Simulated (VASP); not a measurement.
# C (P6_3/mmc) in VASP: a series of runs

Runs on C. Level: LDA. Tasks: single point.

Program: VASP 6.6.1. These are calculated values, not measurements. Logs are shortened: lines on timing, memory, paths and dates and some standing lists are left out, and cuts for length are marked.

## Step 1: The cell of the first run

It takes space group P6_3/mmc (No. 194, hexagonal). Conventional cell: a = 2.550 Å, b = 2.550 Å, c = 12.701 Å, α = 90.00°, β = 90.00°, γ = 120.00°. Within 2.1 Å of C (site symmetry 3m) lie 4 C at 1.57 to 1.60 Å. Within 2.1 Å of C (site symmetry 3m) lie 4 C at 1.56 to 1.58 Å. Within 2.1 Å of C (site symmetry 3m) lie 4 C at 1.57 to 1.58 Å.

## Step 2: Single point, LDA

The input, INCAR:

```
SYSTEM = C
  PREC = Accurate
  ENCUT = 520
  EDIFF = 1E-6
  ISMEAR = 0
  SIGMA = 0.05
  LREAL = .FALSE.
  LASPH = .TRUE.
  NELM = 80
  ALGO = Normal
  ISIF = 2
  LWAVE = .FALSE.
  LCHARG = .FALSE.
  NBANDS = 36
```

The input, KPOINTS:

```
regular mesh
0
G
  12 12 2
  0 0 0
```

The input, POSCAR:

```
C
1.0
    2.5503000000      0.0000000000      0.0000000000
   -1.2751500000      2.2086245873      0.0000000000
    0.0000000000      0.0000000000     12.7015000000
C
12
Direct
    0.0000000000      0.0000000000      0.1868599868
    0.0000000000      0.0000000000      0.6868599868
    0.0000000000      0.0000000000      0.3131400132
    0.0000000000      0.0000000000      0.8131400132
    0.3333333333      0.6666666667      0.5207718743
    0.6666666667      0.3333333333      0.0207718743
    0.3333333333      0.6666666667      0.9792281257
    0.6666666667      0.3333333333      0.4792281257
    0.3333333333      0.6666666667      0.6450609412
    0.6666666667      0.3333333333      0.1450609412
    0.3333333333      0.6666666667      0.8549390588
    0.6666666667      0.3333333333      0.3549390588
```

Potentials or basis: VASP PAW LDA potentials, release 64 (C).

Launch:

```console
> cat potpaw_LDA.64/C/POTCAR > POTCAR
> mpirun -np 1 vasp_std > vasp.out
```

OUTCAR:

```text
SYSTEM = C
   PREC = Accurate
   ENCUT = 520
   EDIFF = 1E-6
   ISMEAR = 0
   LREAL = .FALSE.
   LASPH = .TRUE.
   NELM = 80
   ISIF = 2

 ion  position               nearest neighbor table
   1  0.000  0.000  0.187-  10 1.57  10 1.57  10 1.57   3 1.60
   2  0.000  0.000  0.687-   9 1.57   9 1.57   9 1.57   4 1.60
   3  0.000  0.000  0.313-  12 1.57  12 1.57  12 1.57   1 1.60
   4  0.000  0.000  0.813-  11 1.57  11 1.57  11 1.57   2 1.60
   5  0.333  0.667  0.521-   8 1.56   8 1.56   8 1.56   9 1.58
   6  0.667  0.333  0.021-   7 1.56   7 1.56   7 1.56  10 1.58
   7  0.333  0.667  0.979-   6 1.56   6 1.56   6 1.56  11 1.58
   8  0.667  0.333  0.479-   5 1.56   5 1.56   5 1.56  12 1.58
   9  0.333  0.667  0.645-   2 1.57   2 1.57   2 1.57   5 1.58
  10  0.667  0.333  0.145-   1 1.57   1 1.57   1 1.57   6 1.58
  11  0.333  0.667  0.855-   4 1.57   4 1.57   4 1.57   7 1.58
  12  0.667  0.333  0.355-   3 1.57   3 1.57   3 1.57   8 1.58

  LATTYP: Found a hexagonal cell.
 ALAT       =     2.5503000000
 C/A-ratio  =     4.9803944634

  Lattice vectors:

 A1 = (   2.5503000000,   0.0000000000,   0.0000000000)
 A2 = (  -1.2751500000,   2.2086245873,   0.0000000000)
 A3 = (   0.0000000000,   0.0000000000,  12.7015000000)

Analysis of symmetry for initial positions (statically):
=====================================================================
 Subroutine PRICEL returns:
 Original cell was already a primitive cell.

 Routine SETGRP: Setting up the symmetry group for a
 hexagonal supercell.

 Subroutine GETGRP returns: Found 24 space group operations
 (whereof 12 operations were pure point group operations)
 out of a pool of 24 trial point group operations.

The static configuration has the point symmetry D_3d.
 The point group associated with its full space group is D_6h.

Analysis of symmetry for dynamics (positions and initial velocities):
=====================================================================
 Subroutine PRICEL returns:
 Original cell was already a primitive cell.

 Routine SETGRP: Setting up the symmetry group for a
 hexagonal supercell.

 Subroutine GETGRP returns: Found 24 space group operations
 (whereof 12 operations were pure point group operations)
 out of a pool of 24 trial point group operations.

The dynamic configuration has the point symmetry D_3d.
 The point group associated with its full space group is D_6h.

 Subroutine INISYM returns: Found 24 space group operations
 (whereof 12 operations are pure point group operations),
 and found     1 'primitive' translations

----------------------------------------------------------------------------------------

                                     Primitive cell

  volume of cell :      71.5432

  direct lattice vectors                    reciprocal lattice vectors
     2.550300000  0.000000000  0.000000000     0.392110732  0.226385237  0.000000000
    -1.275150000  2.208624587  0.000000000     0.000000000  0.452770473  0.000000000
     0.000000000  0.000000000 12.701500000     0.000000000  0.000000000  0.078730859

  length of vectors
     2.550300000  2.550300000 12.701500000     0.452770473  0.452770473  0.078730859

  position of ions in fractional coordinates (direct lattice)
     0.000000000  0.000000000  0.186859987
     0.000000000  0.000000000  0.686859987
     0.000000000  0.000000000  0.313140013
     0.000000000  0.000000000  0.813140013
     0.333333333  0.666666667  0.520771874
     0.666666667  0.333333333  0.020771874
     0.333333333  0.666666667  0.979228126
     0.666666667  0.333333333  0.479228126
     0.333333333  0.666666667  0.645060941
     0.666666667  0.333333333  0.145060941
     0.333333333  0.666666667  0.854939059
     0.666666667  0.333333333  0.354939059

  ion indices of the primitive-cell ions
   primitive index   ion index
                 1           1
                 2           2
                 3           3
                 4           4
                 5           5
                 6           6
                 7           7
                 8           8
                 9           9
                10          10
                11          11
                12          12

----------------------------------------------------------------------------------------

 KPOINTS: regular mesh

Automatic generation of k-mesh.
 Grid dimensions read from file:
 generate k-points for:   12   12    2

 Generating k-lattice:

  Cartesian coordinates                     Fractional coordinates (reciprocal lattice)
     0.032675894  0.018865436  0.000000000     0.083333333  0.000000000  0.000000000
     0.000000000  0.037730873  0.000000000     0.000000000  0.083333333  0.000000000
     0.000000000  0.000000000  0.039365429     0.000000000  0.000000000  0.500000000

  Length of vectors
     0.037730873  0.037730873  0.039365429

  Shift w.r.t. Gamma in fractional coordinates (k-lattice)
     0.000000000  0.000000000  0.000000000

 Subroutine IBZKPT returns following result:
 ===========================================

 Found     38 irreducible k-points:

 Following reciprocal coordinates:
            Coordinates               Weight
  0.000000  0.000000  0.000000      1.000000
  0.083333 -0.000000  0.000000      6.000000
  0.166667 -0.000000  0.000000      6.000000
  0.250000 -0.000000  0.000000      6.000000
  0.333333  0.000000  0.000000      6.000000
  0.416667  0.000000  0.000000      6.000000
[... 16 lines left out ...]
  0.250000 -0.000000  0.500000      6.000000
  0.333333  0.000000  0.500000      6.000000
 [... further k-points ...]
   k-points           NKPTS =     38   k-points in BZ     NKDIM =     38   number of bands    NBANDS=     36
   number of dos      NEDOS =    301   number of ions     NIONS =     12
   total plane-waves  NPLWV =  38400
   dimension x,y,z NGX =    20 NGY =   20 NGZ =   96
   dimension x,y,z NGXF=    40 NGYF=   40 NGZF=  192
   ions per type =              12
   NGX,Y,Z   is equivalent  to a cutoff of  13.04, 13.04, 12.57 a.u.
   NGXF,Y,Z  is equivalent  to a cutoff of  26.07, 26.07, 25.13 a.u.
 SYSTEM =  C
   PREC   = accura    normal or accurate (medium, high low for compatibility)
   ISTART =      0    job   : 0-new  1-cont  2-samecut
   ICHARG =      2    charge: 1-file 2-atom 10-const
   ISPIN  =      1    spin polarized calculation?
[... 20 lines left out ...]
   ISMEAR =     0;   SIGMA  =   0.05  broadening in eV -4-tet -1-fermi 0-gaus
   EFERMI_NEDOS =   21; number of points for ismear=-14 and -15
   IALGO  =     38    algorithm
   IMIX   =      4    mixing-type and parameters
     AMIX     =   0.40;   BMIX     =  1.00
     AMIX_MAG =   1.60;   BMIX_MAG =  1.00
  volume/ion in A,a.u.               =       5.96        40.23
  Fermi-wavevector in a.u.,A,eV,Ry     =   1.433175  2.708308 27.946233  2.053990
  Thomas-Fermi vector in A             =   2.552722
   LORBIT       =      0    0 simple, 1 ext, 2 COOP (PROOUT), +10 PAW based schemes
   GGA     = CA    functional components
   LHFCALC =     F    Hartree Fock is set to
   AEXX    =    0.0000 exact exchange contribution
   IVDW    =     0    specifies the selected vdW correction
   LEPSILON=     F    determine dielectric tensor
   LRPA    =     F    only Hartree local field effects (RPA)
 non-spin polarized calculation
 Gauss-broadening in eV      SIGMA  =   0.05
  energy-cutoff  :      520.00
  volume of cell :       71.54
 maximum number of plane-waves:      1955
 NGX is ok and might be reduce to    20
   NGX =  9   NGY =  9   NGZ = 47

 number of electron      47.9999998 magnetization

 Free energy of the ion-electron system (eV)
  ---------------------------------------------------
  ext. energy  EPLUGINS =         0.00000000
  ---------------------------------------------------
  free energy    TOTEN  =      -120.87185861 eV

  energy without entropy =     -120.87185861  energy(sigma->0) =     -120.87185861

 E-fermi :   9.3578     XC(G=0): -13.2586

 val. band max:        9.0875694106   @ k =   0.0000   0.0000   0.0000
 cond. band min:      13.4017378091   @ k =   0.3333   0.0000   0.0000
 fundamental gap:      4.3141683985
 Fermi energy:         9.3577901204

 k-point     1 :       0.0000    0.0000    0.0000
  band No.  band energies     occupation
      1     -11.6688      2.00000
      2     -10.9852      2.00000
      3     -10.9036      2.00000
      4      -8.8582      2.00000
      5      -8.7967      2.00000
      6      -6.3125      2.00000
[... 28 lines left out ...]
     35      16.8345      0.00000
     36      17.0050      0.00000

 k-point     2 :       0.0833   -0.0000    0.0000
  band No.  band energies     occupation
      1     -11.5019      2.00000
      2     -10.8193      2.00000
      3     -10.7381      2.00000
      4      -8.6970      2.00000
      5      -8.6361      2.00000
      6      -6.1639      2.00000
[... 28 lines left out ...]
     35      17.2352      0.00000
     36      17.4188      0.00000

 k-point     3 :       0.1667   -0.0000    0.0000
  band No.  band energies     occupation
      1     -11.0031      2.00000
      2     -10.3237      2.00000
      3     -10.2438      2.00000
      4      -8.2159      2.00000
      5      -8.1572      2.00000
      6      -5.7202      2.00000
[... 28 lines left out ...]
     35      17.4529      0.00000
     36      18.3499      0.00000

 k-point     4 :       0.2500   -0.0000    0.0000
  band No.  band energies     occupation
      1     -10.1787      2.00000
      2      -9.5048      2.00000
      3      -9.4280      2.00000
      4      -7.4235      2.00000
      5      -7.3700      2.00000
      6      -4.9900      2.00000
[... 28 lines left out ...]
     35      18.0590      0.00000
     36      18.9832      0.00000

 k-point     5 :       0.3333    0.0000    0.0000
  band No.  band energies     occupation
      1      -9.0434      2.00000
      2      -8.3783      2.00000
      3      -8.3094      2.00000
      4      -6.3444      2.00000
      5      -6.3051      2.00000
      6      -4.0054      2.00000
[... 655 lines left out ...]
 k-point    22 :       0.1667   -0.0000    0.5000
  band No.  band energies     occupation
      1     -10.8232      2.00000
      2     -10.8232      2.00000
      3      -9.3962      2.00000
      4      -9.3962      2.00000
      5      -6.7413      2.00000
      6      -6.7413      2.00000
[... 28 lines left out ...]
     35      18.0186      0.00000
     36      18.0237      0.00000

 k-point    23 :       0.2500   -0.0000    0.5000
  band No.  band energies     occupation
      1     -10.0005      2.00000
      2     -10.0005      2.00000
      3      -8.5891      2.00000
      4      -8.5891      2.00000
      5      -5.9801      2.00000
      6      -5.9801      2.00000
[... 28 lines left out ...]
     35      18.4117      0.00000
     36      18.4136      0.00000

 k-point    24 :       0.3333    0.0000    0.5000
  band No.  band energies     occupation
      1      -8.8680      2.00000
      2      -8.8680      2.00000
      3      -7.4850      2.00000
      4      -7.4850      2.00000
      5      -4.9584      2.00000
      6      -4.9584      2.00000
[... 28 lines left out ...]
     35      17.8815      0.00000
     36      17.8815      0.00000

 [... further k-points ...]

------------------------ aborting loop because EDIFF is reached ----------------------------------------

  FORCE on cell =-STRESS in cart. coord.  units (eV):
  Direction    XX          YY          ZZ          XY          YZ          ZX
  --------------------------------------------------------------------------------------
  -------------------------------------------------------------------------------------
  Total      -12.1591197    -12.1591197    -16.6707222      0.0000000      0.0000000     -0.0000000
  in kB     -272.2980499   -272.2980500   -373.3333699      0.0000000      0.0000000     -0.0000000
  external PRESSURE =    -305.9764899 kB  Pullay stress =       0.0000000 kB

 VOLUME and BASIS-vectors are now :
 -----------------------------------------------------------------------------
  energy-cutoff  :      520.00
  volume of cell :       71.54
      direct lattice vectors                 reciprocal lattice vectors
     2.550300000  0.000000000  0.000000000     0.392110732  0.226385237  0.000000000
    -1.275150000  2.208624587  0.000000000     0.000000000  0.452770473  0.000000000
     0.000000000  0.000000000 12.701500000     0.000000000  0.000000000  0.078730859

 POSITION                                       TOTAL-FORCE (eV/Angst)
 -----------------------------------------------------------------------------------
      0.00000      0.00000      2.37340        -0.000000     -0.000000     -0.062917
      0.00000      0.00000      8.72415        -0.000000     -0.000000     -0.062917
      0.00000      0.00000      3.97735         0.000000      0.000000      0.062917
      0.00000      0.00000     10.32810        -0.000000      0.000000      0.062917
     -0.00000      1.47242      6.61458         0.000000      0.000000     -0.010730
      1.27515      0.73621      0.26383        -0.000000      0.000000     -0.010730
     -0.00000      1.47242     12.43767         0.000000     -0.000000      0.010730
      1.27515      0.73621      6.08692        -0.000000      0.000000      0.010730
     -0.00000      1.47242      8.19324        -0.000000     -0.000000      0.046540
      1.27515      0.73621      1.84249         0.000000      0.000000      0.046540
     -0.00000      1.47242     10.85901        -0.000000     -0.000000     -0.046540
      1.27515      0.73621      4.50826         0.000000      0.000000     -0.046540
 -----------------------------------------------------------------------------------
    total drift:                                0.000000      0.000000      0.000000

  FREE ENERGIE OF THE ION-ELECTRON SYSTEM (eV)
  ---------------------------------------------------
  free  energy   TOTEN  =      -120.8718586088 eV

  energy  without entropy=     -120.8718586088  energy(sigma->0) =     -120.87185861
```

It took 70 s on 1 thread of Intel Xeon Platinum 8488C (Sapphire Rapids), shared host; peak memory 0.19 GiB.

Results:

```
Free energy            : -120.8719 eV
Pressure               : -30.6 GPa
Largest force          : 0.063 eV/Å
Band gap on the k mesh : 4.31 eV (least direct gap 5.11 eV)
```

Forces in eV/Å, atoms in the order of the input:
```
C    0.000  0.000 -0.063
C    0.000  0.000 -0.063
C    0.000  0.000  0.063
C    0.000  0.000  0.063
C    0.000  0.000 -0.011
C    0.000  0.000 -0.011
C    0.000  0.000  0.011
C    0.000  0.000  0.011
C    0.000  0.000  0.047
C    0.000  0.000  0.047
C    0.000  0.000 -0.047
C    0.000  0.000 -0.047
```

Levels at points of the mesh, in eV from the valence-band top:
```tsv
k point	band 22	band 23	band 24	band 25	band 26	band 27
(0.00, 0.00, 0.00)	-0.15	0.00	0.00	5.11	5.32	5.32
(0.50, 0.00, 0.00)	-3.83	-3.45	-2.81	4.58	5.11	5.20
(0.00, 0.00, 0.50)	-0.29	-0.29	-0.29	5.67	5.67	5.67
(0.50, 0.00, 0.50)	-3.61	-3.11	-3.11	4.74	4.74	5.48
```

Caveat: the stress differs along the axes, from -37 to -27 GPa.

## Step 3: Single point, LDA

This run uses another cell than the first one, of 6.06 Å³/atom.

The input, INCAR:

```
PREC = Accurate
ENCUT = 520
EDIFF = 1E-6
ISMEAR = 0
SIGMA = 0.05
LREAL = F
LASPH = T
NELM = 100
ALGO = Normal
ISIF = 2
LWAVE = F
LCHARG = T
GGA = CA
LELF = T
LVHAR = T
NBANDS = 36
```

The input, KPOINTS:

```
regular mesh
0
Gamma
  12 12 2
```

POSCAR: that of step 2 with these lines changed.

```diff
@@ -4,3 +4,3 @@
    -1.2751500000      2.2086245873      0.0000000000
-    0.0000000000      0.0000000000     12.7015000000
+    0.0000000000      0.0000000000     12.9064000000
 C
```

Potentials or basis: VASP PAW LDA potentials, release 64 (C).

Launch:

```console
> cat potpaw_LDA.64/C/POTCAR > POTCAR
> mpirun -np 1 vasp_std > vasp.out
```

Run time: 76 s. Hardware: 1 thread of Intel Xeon Platinum 8488C (Sapphire Rapids), shared host; peak memory 0.19 GiB.

It converged, with:

```
Free energy            : -120.5488 eV
Pressure               : -35.8 GPa
Largest force          : 0.130 eV/Å
Band gap on the k mesh : 4.30 eV (least direct gap 4.69 eV)
```

Forces on the atoms (eV/Å):
```
C    0.000  0.000 -0.130
C    0.000  0.000 -0.130
C    0.000  0.000  0.130
C    0.000  0.000  0.130
C    0.000  0.000 -0.059
C    0.000  0.000 -0.059
C    0.000  0.000  0.059
C    0.000  0.000  0.059
C    0.000  0.000  0.124
C    0.000  0.000  0.124
C    0.000  0.000 -0.124
C    0.000  0.000 -0.124
```

Stress tensor (GPa, compression positive):
```
-27.34   0.00   0.00
  0.00 -27.34   0.00
  0.00   0.00 -52.59
```

Levels at points of the mesh, in eV from the valence-band top:
```tsv
k point	band 21	band 22	band 23	band 24	band 25	band 26	band 27	band 28
(0.00, 0.00, 0.00)	-0.81	-0.15	0.00	0.00	4.69	5.44	5.44	6.38
(0.50, 0.00, 0.00)	-3.80	-3.77	-3.40	-2.83	4.74	4.97	5.31	5.34
(0.00, 0.00, 0.50)	-0.26	-0.26	-0.26	-0.26	5.58	5.58	5.76	5.76
(0.50, 0.00, 0.50)	-3.59	-3.59	-3.11	-3.11	4.89	4.89	5.20	5.20
```

Caveat: the stress differs along the axes, from -53 to -27 GPa. Expect the measured gap to be larger: semilocal functionals such as LDA lack the derivative discontinuity.

## Step 4: Single point, LDA

This run uses another cell than the first one, of 6.04 Å³/atom.

The input, INCAR:

```
ALGO = Normal
EDIFF = 1E-7
ENCUT = 520
ISIF = 2
ISMEAR = 0
LASPH = True
LCHARG = True
LELF = True
LREAL = False
LVHAR = True
LWAVE = False
NBANDS = 36
NELM = 100
PREC = Accurate
SIGMA = 0.05
```

The input, KPOINTS:

```
k-points
0
Gamma
  12 12 2
```

POSCAR: that of step 3 with these lines changed.

```diff
@@ -2,5 +2,5 @@
 1.0
-    2.5503000000      0.0000000000      0.0000000000
-   -1.2751500000      2.2086245873      0.0000000000
-    0.0000000000      0.0000000000     12.9064000000
+    2.6084000000      0.0000000000      0.0000000000
+   -1.3042000000      2.2589406632      0.0000000000
+    0.0000000000      0.0000000000     12.2917957867
 C
```

Launch:

```console
> cat potpaw_LDA.64/C/POTCAR > POTCAR
> mpirun -np 1 vasp_std > vasp.out
```

Wall time 83 s (1 thread of Intel Xeon Platinum 8488C (Sapphire Rapids), shared host); peak memory 0.19 GiB.

It converged, with:

- Free energy: -120.3879 eV
- Pressure: -33.7 GPa
- Largest force: 0.142 eV/Å
- Band gap on the k mesh: 3.82 eV (least direct gap 4.68 eV)

Forces in eV/Å, atoms in the order of the input:
```
C    0.000  0.000 -0.142
C    0.000  0.000 -0.142
C    0.000  0.000  0.142
C    0.000  0.000  0.142
C    0.000  0.000 -0.116
C    0.000  0.000 -0.116
C    0.000  0.000  0.116
C    0.000  0.000  0.116
C    0.000  0.000  0.023
C    0.000  0.000  0.023
C    0.000  0.000 -0.023
C    0.000  0.000 -0.023
```

Stress tensor (GPa, compression positive):
```
-49.41   0.00   0.00
  0.00 -49.41   0.00
  0.00   0.00  -2.23
```

Levels at points of the mesh, in eV from the valence-band top:
```
           k point  band 22  band 23  band 24  band 25  band 26  band 27
(0.00, 0.00, 0.00)    -0.24     0.00     0.00     4.68     4.68     5.87
(0.50, 0.00, 0.00)    -3.80    -3.40    -2.55     3.82     4.47     4.58
(0.00, 0.00, 0.50)    -0.37    -0.37    -0.37     5.12     5.12     5.12
(0.50, 0.00, 0.50)    -3.50    -2.94    -2.94     4.00     4.00     5.38
```

Caveat: the stress differs along the axes, from -49 to -2 GPa.

## Step 5: Overview

| cell | gap on the mesh (eV) | pressure (GPa) | largest force (eV/Å) |
| --- | --- | --- | --- |
| a = 2.550, b = 2.550, c = 12.701 Å, angles 90.0, 90.0, 120.0°, 12 atoms | 4.31 | -30.6 | 0.06 |
| a = 2.550, b = 2.550, c = 12.906 Å, angles 90.0, 90.0, 120.0°, 12 atoms | 4.30 | -35.8 | 0.13 |
| a = 2.608, b = 2.608, c = 12.292 Å, angles 90.0, 90.0, 120.0°, 12 atoms | 3.82 | -33.7 | 0.14 |

Alike in all rows: task single point; level LDA; potentials or basis VASP PAW LDA potentials, release 64 (C); no spin polarisation; k mesh 12 × 12 × 2; cutoff (eV) 520; smearing gaussian 0.05 eV.

Caveats: the stress differs along the axes, from -37 to -27 GPa (at least some runs); the stress differs along the axes, from -53 to -27 GPa (at least some runs); the stress differs along the axes, from -49 to -2 GPa (at least some runs).

Total energies depend on the potentials used, so only differences within one code and one set of settings carry meaning.
